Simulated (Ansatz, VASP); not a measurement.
# One calculation of CdF2, two programs

```
Cd F
1.0
     0.00000    2.69444    2.69444
     2.69444    0.00000    2.69444
     2.69444    2.69444    0.00000
Cd F
1 2
Cartesian
  0.0000 0.0000 0.0000
  1.3472 1.3472 1.3472
  4.0417 4.0417 4.0417
```

Alike in both runs: functional r2SCAN; k mesh 6 × 6 × 6; occupations fermi-dirac, width 0.0521 eV; no spin polarisation.

Ansatz relaxed the structure, and its values are those at the end. VASP's run is a single point on that final structure, the one shown.

|  | VASP | Ansatz |
| --- | --- | --- |
| version | VASP 6.6.1 | Ansatz 0.2.0 |
| potentials or method | VASP PAW PBE potentials, release 64 (Cd, F), cutoff 520 eV | PAW plane waves |
| valence electrons in the cell | 26 | 34 |

```tsv
	VASP	Ansatz	Ansatz less VASP
gap on the k mesh at the Fermi level (eV)	3.77	3.81	+0.044
pressure (GPa)	1.0	0.0	-0.98
```

VASP's potentials were made for PBE, not for r2SCAN. VASP's potentials hold 26 valence electrons a cell and Ansatz's 34, so a difference there can come from the potentials and not from the codes.
